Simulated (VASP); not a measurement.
Pd: single point with revPBE+D3(BJ)

Pd:

```
Pd
1.0
     0.00000    1.90676    1.90676
     1.90676    0.00000    1.90676
     1.90676    1.90676    0.00000
Pd
1
Cartesian
  0.0000 0.0000 0.0000
```

```json
{
 "Program": "VASP 6.6.1",
 "Task": "single point",
 "Functional": "revPBE",
 "Dispersion": "D3(BJ)",
 "Potentials or basis": "VASP PAW PBE potentials, release 64 (Pd)",
 "Cutoff": "520 eV",
 "k mesh": "12 × 12 × 12",
 "Occupations": "fermi-dirac, width 0.05 eV",
 "Spin": "no spin polarisation",
 "Dipole correction": "no",
 "Further INCAR settings": "ALGO = Normal; EDIFF = 1e-06; NBANDS = 11"
}
```

```json
{
  "Pressure": "8.5 GPa",
  "Band gap on the k mesh": "zero (band 5 reaches 11.25 eV, above the bottom of band 6 at 9.49 eV)",
  "Dispersion energy per atom": "-1.361 eV"
}
```

Levels at points of the mesh, in eV from the Fermi level:
```csv
k point,band 3,band 4,band 5,band 6,band 7,band 8
"(0.00, 0.00, 0.00)",-3.11,-3.11,-1.33,-1.33,17.24,22.39
"(0.50, 0.00, 0.00)",-3.16,0.00,0.00,0.94,7.89,16.62
"(0.50, 0.50, 0.00)",-0.03,0.35,0.35,3.42,11.49,13.62
```

Run time: 7.2 s on 1 thread of AMD EPYC 7R13 Processor (Zen 3) (shared host), peak memory 0.11 GiB.

Caveat: the PAW data sets were made with another functional, which shifts forces and pressure a little; pairwise dispersion overbinds metals, which lowers pressure and volume.
